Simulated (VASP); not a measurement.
Here is a VASP 6.6.1 calculation.

The input INCAR:

```
SYSTEM = TiAl
ALGO     = Fast           ! electronic algorithm
EDIFF    = 1E-7           ! SCF threshold, eV
ENCUT    = 520            ! plane-wave cutoff, eV
GGA      = PS             ! functional
ISIF     = 2              ! what is computed and relaxed
ISMEAR   = 0              ! smearing method
LASPH    = .TRUE.         ! aspherical terms in the spheres
LCHARG   = .FALSE.        ! write CHGCAR
LREAL    = .FALSE.        ! projectors in reciprocal space
LWAVE    = .FALSE.        ! write WAVECAR
NBANDS   = 14             ! bands
NELM     = 100            ! most SCF steps
PREC     = Accurate       ! precision mode
SIGMA    = 0.15           ! smearing width, eV
```

Contents of KPOINTS:

```
k-points
0
G
  18 18 10
  0 0 0
```

The input POSCAR:

```
TiAl
1.0
    2.8672622327      0.0000000000      0.0000000000
   -1.4336311163      2.4831219328      0.0000000000
    0.0000000000      0.0000000000      4.6780830000
Ti Al
1 1
Direct
    0.0000000000      0.0000000000     -0.0427525548
    0.3333333333      0.6666666667      0.5000000000
```

Potentials or basis: VASP PAW PBE potentials, release 64 (Ti_sv, Al).

The run is started by

```console
$ cat potpaw_PBE.64/Ti_sv/POTCAR potpaw_PBE.64/Al/POTCAR > POTCAR
$ mpirun -np 1 vasp_std > vasp.out
```

(1) Estimate the band gap on the k mesh.

(2) Predict the largest force.

(3) Predict the pressure.

Results:

(1) zero (an odd number of electrons rules out a gap without spin polarisation).

(2) 1.383 eV/Å.

(3) -0.9 GPa.

Caveat: the cell differs from its parent crystal (all Ti atoms moved -0.200 Å, as atom 1 along Cartesian [0 0 1]); the PAW data sets were made with another functional, which shifts forces and pressure a little.
